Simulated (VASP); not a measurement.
# Sn (Fd-3m) in VASP: notebook

Aim: see how the results for Sn move with the level of theory and the settings. Levels: RPBE, revPBE+D4, r2SCAN. Tasks: relaxation of cell and atoms, single point.

All numbers are computed with VASP 6.6.1; they aren't measurements. Logs are shortened: lines on timing, memory, paths and dates and some standing lists are left out, and cuts for length are marked.

## 1. The cell of the first run

The structure is cubic, space group Fd-3m (No. 227). Conventional cell: a = 6.467 Å, b = 6.467 Å, c = 6.467 Å, α = 90.00°, β = 90.00°, γ = 90.00°. Sn (site symmetry -43m) has 4 Sn at 2.80 Å within 3.7 Å.

## 2. Relaxation of cell and atoms, RPBE

INCAR reads:

```
  ALGO = Normal
  EDIFF = 1E-6
  EDIFFG = -0.005
  ENCUT = 600
  GGA = RP
  IBRION = 2
  ISIF = 3
  ISMEAR = -1
  LASPH = T
  LCHARG = F
  LREAL = F
  LWAVE = F
  NELM = 100
  NSW = 80
  PREC = Accurate
  SIGMA = 0.05
```

KPOINTS reads:

```
k-points
0
Gamma
  7 7 7
```

POSCAR reads:

```
Sn
1.0
    0.0000000000      3.2333428000      3.2333428000
    3.2333428000      0.0000000000      3.2333428000
    3.2333428000      3.2333428000      0.0000000000
Sn
2
Direct
    0.7500000000      0.7500000000      0.7500000000
    0.5000000000      0.5000000000      0.5000000000
```

Potentials or basis: VASP PAW PBE potentials, release 64 (Sn_d).

Command:

```sh
cat potpaw_PBE.64/Sn_d/POTCAR > POTCAR
mpirun -np 1 vasp_std > vasp.out
```

OUTCAR:

```text
EDIFF = 1E-6
   EDIFFG = -0.005
   ENCUT = 600
   GGA = RP
   IBRION = 2
   ISIF = 3
   ISMEAR = -1
   LASPH = T
   LREAL = F
   NELM = 100
   NSW = 80
   PREC = Accurate

 ion  position               nearest neighbor table
   1  0.750  0.750  0.750-   2 2.80   2 2.80   2 2.80   2 2.80
   2  0.500  0.500  0.500-   1 2.80   1 2.80   1 2.80   1 2.80

  LATTYP: Found a face centered cubic cell.
 ALAT       =     6.4666856000

  Lattice vectors:

 A1 = (   0.0000000000,   3.2333428000,   3.2333428000)
 A2 = (   3.2333428000,   0.0000000000,   3.2333428000)
 A3 = (   3.2333428000,   3.2333428000,   0.0000000000)

Analysis of symmetry for initial positions (statically):
=====================================================================
 Subroutine PRICEL returns:
 Original cell was already a primitive cell.

 Routine SETGRP: Setting up the symmetry group for a
 face centered cubic supercell.

 Subroutine GETGRP returns: Found 48 space group operations
 (whereof 24 operations were pure point group operations)
 out of a pool of 48 trial point group operations.

The static configuration has the point symmetry T_d .
 The point group associated with its full space group is O_h .

Analysis of symmetry for dynamics (positions and initial velocities):
=====================================================================
 Subroutine PRICEL returns:
 Original cell was already a primitive cell.

 Routine SETGRP: Setting up the symmetry group for a
 face centered cubic supercell.

 Subroutine GETGRP returns: Found 48 space group operations
 (whereof 24 operations were pure point group operations)
 out of a pool of 48 trial point group operations.

The dynamic configuration has the point symmetry T_d .
 The point group associated with its full space group is O_h .

 Subroutine INISYM returns: Found 48 space group operations
 (whereof 24 operations are pure point group operations),
 and found     1 'primitive' translations

----------------------------------------------------------------------------------------

                                     Primitive cell

  volume of cell :      67.6060

  direct lattice vectors                    reciprocal lattice vectors
     0.000000000  3.233342800  3.233342800    -0.154638723  0.154638723  0.154638723
     3.233342800  0.000000000  3.233342800     0.154638723 -0.154638723  0.154638723
     3.233342800  3.233342800  0.000000000     0.154638723  0.154638723 -0.154638723

  length of vectors
     4.572637240  4.572637240  4.572637240     0.267842124  0.267842124  0.267842124

  position of ions in fractional coordinates (direct lattice)
     0.750000000  0.750000000  0.750000000
     0.500000000  0.500000000  0.500000000
[... 58 lines left out ...]
   dimension x,y,z NGXF=    80 NGYF=   80 NGZF=   80
   ions per type =               2
   NGX,Y,Z   is equivalent  to a cutoff of  14.54, 14.54, 14.54 a.u.
   NGXF,Y,Z  is equivalent  to a cutoff of  29.09, 29.09, 29.09 a.u.
 SYSTEM =  unknown system
   PREC   = accura    normal or accurate (medium, high low for compatibility)
   ISTART =      0    job   : 0-new  1-cont  2-samecut
   ICHARG =      2    charge: 1-file 2-atom 10-const
   ISPIN  =      1    spin polarized calculation?
   LNONCOLLINEAR =      F non collinear calculations
   LSORBIT =      F    spin-orbit coupling
   LASPH  =      T    aspherical Exc in radial PAW
   ENCUT  =  600.0 eV  44.10 Ry    6.64 a.u.   9.13  9.13  9.13*2*pi/ulx,y,z
   NELM   =    100;   NELMIN=  2; NELMDL= -5     # of ELM steps
   EDIFF  = 0.1E-05   stopping-criterion for ELM
   LREAL  =      F    real-space projection
   EDIFFG = -.5E-02   stopping-criterion for IOM
   NSW    =     80    number of steps for IOM
   IBRION =      2    ionic relax: 0-MD 1-quasi-New 2-CG
   NFREE  =      1    steps in history (QN), initial steepest desc. (CG)
   ISIF   =      3    stress and relaxation
   ISYM   =      2    0-nonsym 1-usesym 2-fastsym
   POTIM  = 0.5000    time-step for ionic-motion
   TEBEG  =    0.0;   TEEND  =   0.0 temperature during run
   PSTRESS=    0.0 pullay stress
   NELECT =      28.0000    total number of electrons
   NUPDOWN=      -1.0000    fix difference up-down
   EMIN   =  10.00;   EMAX   =-10.00  energy-range for DOS
   EFERMI =   0.00;   METHOD = LEGACY
   ISMEAR =    -1;   SIGMA  =   0.05  broadening in eV -4-tet -1-fermi 0-gaus
   EFERMI_NEDOS =   21; number of points for ismear=-14 and -15
   IALGO  =     38    algorithm
   IMIX   =      4    mixing-type and parameters
     AMIX     =   0.40;   BMIX     =  1.00
     AMIX_MAG =   1.60;   BMIX_MAG =  1.00
  volume/ion in A,a.u.               =      33.80       228.11
  Fermi-wavevector in a.u.,A,eV,Ry     =   1.220298  2.306028 20.260793  1.489126
  Thomas-Fermi vector in A             =   2.355520
   LORBIT       =      0    0 simple, 1 ext, 2 COOP (PROOUT), +10 PAW based schemes
   GGA     = RP    functional components
   LHFCALC =     F    Hartree Fock is set to
   AEXX    =    0.0000 exact exchange contribution
   IVDW    =     0    specifies the selected vdW correction
   LEPSILON=     F    determine dielectric tensor
   LRPA    =     F    only Hartree local field effects (RPA)
 conjugate gradient relaxation of ions
 non-spin polarized calculation
  energy-cutoff  :      600.00
  volume of cell :       67.61
 maximum number of plane-waves:      2281
 NGX is ok and might be reduce to    40
   NGX = 19   NGY = 19   NGZ = 19

--------------------------------------- Ionic step        1  -------------------------------------------

 number of electron      28.0000005 magnetization

 Free energy of the ion-electron system (eV)
  ---------------------------------------------------
  ext. energy  EPLUGINS =         0.00000000
  ---------------------------------------------------
  free energy    TOTEN  =        -6.89821780 eV

  energy without entropy =       -6.89659213  energy(sigma->0) =       -6.89740496

 E-fermi :   5.9094     XC(G=0):  -8.7520

 val. band max:        5.6053783603   @ k =   0.1429   0.0000   0.0000
 cond. band min:       5.9622213079   @ k =   0.0000   0.0000   0.0000
 fundamental gap:      0.3568429476
 Fermi energy:         5.9093543374

 k-point     1 :       0.0000    0.0000    0.0000
  band No.  band energies     occupation
      1     -15.8693      2.00000
      2     -15.8693      2.00000
      3     -15.8693      2.00000
      4     -15.8096      2.00000
      5     -15.8096      2.00000
      6     -15.4925      2.00000
[... 480 lines left out ...]
--------------------------------------- Ionic step        3  -------------------------------------------

 number of electron      28.0000001 magnetization

 Free energy of the ion-electron system (eV)
  ---------------------------------------------------
  ext. energy  EPLUGINS =         0.00000000
  ---------------------------------------------------
  free energy    TOTEN  =        -7.02306662 eV

  energy without entropy =       -7.01935911  energy(sigma->0) =       -7.02121286

 E-fermi :   4.5707     XC(G=0):  -8.2159

 val. band max:        4.4626459323   @ k =   0.1429   0.0000   0.0000
 cond. band min:       4.5777073826   @ k =   0.4286   0.0000   0.0000
 fundamental gap:      0.1150614503
 Fermi energy:         4.5707278842

 k-point     1 :       0.0000    0.0000    0.0000
  band No.  band energies     occupation
      1     -16.8713      2.00000
      2     -16.8713      2.00000
      3     -16.8713      2.00000
      4     -16.8268      2.00000
      5     -16.8268      2.00000
      6     -16.5986      2.00000
[... 438 lines left out ...]
  FREE ENERGIE OF THE ION-ELECTRON SYSTEM (eV)
  ---------------------------------------------------
  free  energy   TOTEN  =        -7.0230666185 eV

  energy  without entropy=       -7.0193591079  energy(sigma->0) =       -7.02121286

 reached required accuracy - stopping structural energy minimisation
```

OSZICAR:

```text
N       E                     dE             d eps       ncg     rms          rms(c)
DAV:   1     0.216958559786E+03    0.21696E+03   -0.16565E+04   720   0.250E+03
DAV:   2     0.139465174104E+02   -0.20301E+03   -0.20137E+03   722   0.474E+02
DAV:   3    -0.628602033831E+01   -0.20233E+02   -0.20104E+02   834   0.151E+02
[... 26 lines left out ...]
DAV:   4    -0.702315875051E+01    0.32280E-02   -0.73632E-03   754   0.105E+00    0.503E-02
DAV:   5    -0.702303895723E+01    0.11979E-03   -0.39066E-04  1048   0.167E-01    0.261E-02
DAV:   6    -0.702305851886E+01   -0.19562E-04   -0.91539E-05   730   0.103E-01    0.128E-02
DAV:   7    -0.702306576272E+01   -0.72439E-05   -0.58679E-06   660   0.162E-02    0.290E-03
DAV:   8    -0.702306661852E+01   -0.85580E-06   -0.93745E-06   562   0.133E-02
   3 F= -.70230666E+01 E0= -.70212129E+01  d E =-.124849E+00
```

Run time: 68 s. Hardware: 1 thread of Intel Xeon Platinum 8488C (Sapphire Rapids), shared host; peak memory 0.25 GiB.

Results:

```yaml
Free_energy: -7.0231 eV
Relaxed_volume: 38.12 Å³/atom
Relaxed_cell: a = 4.759 Å, b = 4.759 Å, c = 4.759 Å, α = 60.00°, β = 60.00°, γ = 60.00°
Space_group_after_relaxing_to_0.05_Å: Fd-3m (No. 227)
Energy_gained_by_relaxing: 62.4 meV/atom
Ionic_steps: 3
Pressure_after_relaxing: 0.0 GPa
Band_gap_on_the_k_mesh: zero (band 14 reaches 4.76 eV, above the bottom of band 15 at 4.58 eV)
```

The path:
```csv
step,energy change (eV),largest force (eV/Å),pressure (GPa),volume (Å³)
1,0.0000,0.0000,5.20,67.61
2,-0.1165,0.0000,-0.97,78.93
3,-0.1248,0.0000,0.01,76.24
```

Final structure:
```cif
data_structure
_symmetry_space_group_name_H-M 'P 1'
_symmetry_Int_Tables_number 1
_cell_length_a 4.7595
_cell_length_b 4.7595
_cell_length_c 4.7595
_cell_angle_alpha 60.000
_cell_angle_beta 60.000
_cell_angle_gamma 60.000
_cell_volume 76.24
loop_
_atom_site_label
_atom_site_type_symbol
_atom_site_fract_x
_atom_site_fract_y
_atom_site_fract_z
_atom_site_occupancy
Sn1 Sn 0.75000 0.75000 0.75000 1
Sn2 Sn 0.50000 0.50000 0.50000 1
```

Levels at points of the mesh, in eV from the Fermi level:
```csv
k point,band 11,band 12,band 13,band 14,band 15,band 16,band 17,band 18
"(0.00, 0.00, 0.00)",-9.78,-1.19,0.19,0.19,0.19,2.25,2.25,2.25
```

Caveat: the PAW data sets were made with another functional, which shifts forces and pressure a little; spin-orbit coupling is left out, which moves the levels of the heavy elements; the volume moved by +13 % from the deposited cell, more than functionals usually miss.

## 3. Relaxation of cell and atoms, revPBE+D4

INCAR reads:

```
PREC     = Accurate       # precision mode
ENCUT    = 600            # plane-wave cutoff, eV
EDIFF    = 1E-6           # SCF threshold, eV
ISMEAR   = -1             # smearing method
SIGMA    = 0.05           # smearing width, eV
LREAL    = False          # projectors in reciprocal space
LASPH    = True           # aspherical terms in the spheres
NELM     = 100            # most SCF steps
ALGO     = Normal         # electronic algorithm
ISIF     = 3              # what is computed and relaxed
LWAVE    = False          # write WAVECAR
LCHARG   = False          # write CHGCAR
GGA      = RE             # functional
IVDW     = 13             # dispersion correction
IBRION   = 2              # ionic algorithm
NSW      = 80             # ionic steps
EDIFFG   = -0.02          # ionic threshold
```

KPOINTS reads:

```
Automatic mesh
0
Gamma
  7 7 7
```

POSCAR is that of step 2.

Potentials or basis: VASP PAW PBE potentials, release 64 (Sn_d).

Command:

```sh
cat potpaw_PBE.64/Sn_d/POTCAR > POTCAR
mpirun -np 1 vasp_std > vasp.out
```

Run time: 63 s. Hardware: 1 thread of Intel Xeon Platinum 8488C (Sapphire Rapids), shared host; peak memory 0.25 GiB.

The run converged. Its results:

```
Free energy                            : -8.0575 eV
Relaxed volume                         : 35.41 Å³/atom
Relaxed cell                           : a = 4.644 Å, b = 4.644 Å, c = 4.644 Å, α = 60.00°, β = 60.00°, γ = 60.00°
Space group after relaxing (to 0.05 Å) : Fd-3m (No. 227)
Energy gained by relaxing              : 10.0 meV/atom
Ionic steps                            : 3
Pressure after relaxing                : 0.0 GPa
Band gap on the k mesh                 : zero (band 14 reaches 5.44 eV, above the bottom of band 15 at 5.37 eV)
Dispersion energy per atom             : -0.487 eV
```

The path:
```csv
step,energy change (eV),largest force (eV/Å),pressure (GPa),volume (Å³)
1,0.0000,0.0000,2.10,67.61
2,-0.0176,0.0000,-0.64,72.03
3,-0.0201,0.0000,0.00,70.82
```

Final structure:
```xyz
2
Lattice="0.0000 3.2838 3.2838 3.2838 0.0000 3.2838 3.2838 3.2838 0.0000" Properties=species:S:1:pos:R:3 pbc="T T T"
Sn    4.9256    4.9256    4.9256
Sn    3.2838    3.2838    3.2838
```

Levels at points of the mesh, in eV from the Fermi level:
| k point | band 10 | band 11 | band 12 | band 13 | band 14 | band 15 | band 16 | band 17 | band 18 |
| --- | --- | --- | --- | --- | --- | --- | --- | --- | --- |
| (0.00, 0.00, 0.00) | -21.26 | -10.30 | -0.78 | 0.13 | 0.13 | 0.13 | 2.21 | 2.21 | 2.21 |

Caveat: the PAW data sets were made with another functional, which shifts forces and pressure a little; spin-orbit coupling is left out, which moves the levels of the heavy elements; pairwise dispersion overbinds metals, which lowers pressure and volume. Zero-point motion and thermal expansion aren't in these numbers.

## 4. Single point, r2SCAN

POSCAR is that of step 3.

INCAR.step1 reads:

```
SYSTEM = Sn
PREC     = Accurate       ! precision mode
ENCUT    = 520            ! plane-wave cutoff, eV
ISMEAR   = -1             ! smearing method
SIGMA    = 0.05           ! smearing width, eV
LREAL    = .False.        ! projectors in reciprocal space
LASPH    = .True.         ! aspherical terms in the spheres
NELM     = 60             ! most SCF steps
NBANDS   = 21             ! bands
GGA      = PE             ! functional
ALGO     = Normal         ! electronic algorithm
EDIFF    = 1E-4           ! SCF threshold, eV
LWAVE    = .True.         ! write WAVECAR
LCHARG   = .False.        ! write CHGCAR
```

INCAR.step2 reads:

```
SYSTEM = Sn
PREC     = Accurate       ! precision mode
ENCUT    = 520            ! plane-wave cutoff, eV
EDIFF    = 1E-6           ! SCF threshold, eV
ISMEAR   = -1             ! smearing method
SIGMA    = 0.05           ! smearing width, eV
LREAL    = .False.        ! projectors in reciprocal space
LASPH    = .True.         ! aspherical terms in the spheres
NELM     = 60             ! most SCF steps
ALGO     = Normal         ! electronic algorithm
ISIF     = 2              ! what is computed and relaxed
LWAVE    = .False.        ! write WAVECAR
LCHARG   = .False.        ! write CHGCAR
METAGGA  = R2SCAN         ! meta-GGA
LMIXTAU  = .True.       
NBANDS   = 21             ! bands
ISTART   = 1
```

KPOINTS reads:

```
Automatic mesh
0
Gamma
  7 7 7
  0 0 0
```

Command:

```sh
cat potpaw_PBE.64/Sn_d/POTCAR > POTCAR
cp INCAR.step1 INCAR
mpirun -np 1 vasp_std > vasp.out
cp INCAR.step2 INCAR
mpirun -np 1 vasp_std > vasp.out
```

Run time: 75 s. Hardware: 1 thread of Intel Xeon Platinum 8259CL at 2.50GHz (Skylake/Cascade Lake), shared host; peak memory 0.21 GiB.

The run converged. Its results:

| Property | Result |
| --- | --- |
| Free energy | -49.4587 eV |
| Pressure | 2.2 GPa |
| Band gap on the k mesh | zero (filled and empty bands touch) |

Levels at points of the mesh, in eV from the Fermi level:
| k point | band 10 | band 11 | band 12 | band 13 | band 14 | band 15 | band 16 | band 17 | band 18 | band 19 |
| --- | --- | --- | --- | --- | --- | --- | --- | --- | --- | --- |
| (0.00, 0.00, 0.00) | -22.03 | -11.23 | -0.30 | -0.02 | -0.02 | -0.02 | 2.20 | 2.20 | 2.20 | 5.39 |

Caveat: the PAW data sets were made with another functional, which shifts forces and pressure a little; spin-orbit coupling is left out, which moves the levels of the heavy elements.

## 5. The runs side by side

```csv
task,level,cell,cutoff (eV),gap on the mesh (eV),pressure (GPa),relaxed volume (Å³/atom)
relaxation of cell and atoms,RPBE,relaxed,600,none,0.0,38.12
relaxation of cell and atoms,revPBE+D4,relaxed,600,none,0.0,35.41
single point,r2SCAN,as given,520,none,2.2,-
```

Alike in all rows: potentials or basis VASP PAW PBE potentials, release 64 (Sn_d); no spin polarisation; k mesh 7 × 7 × 7; smearing fermi-dirac 0.05 eV.

Caveats: the PAW data sets were made with another functional, which shifts forces and pressure a little; spin-orbit coupling is left out, which moves the levels of the heavy elements; the volume moved by +13 % from the deposited cell, more than functionals usually miss (some runs); pairwise dispersion overbinds metals, which lowers pressure and volume (some runs).

Absolute energies hang on the potentials; compare differences alone.
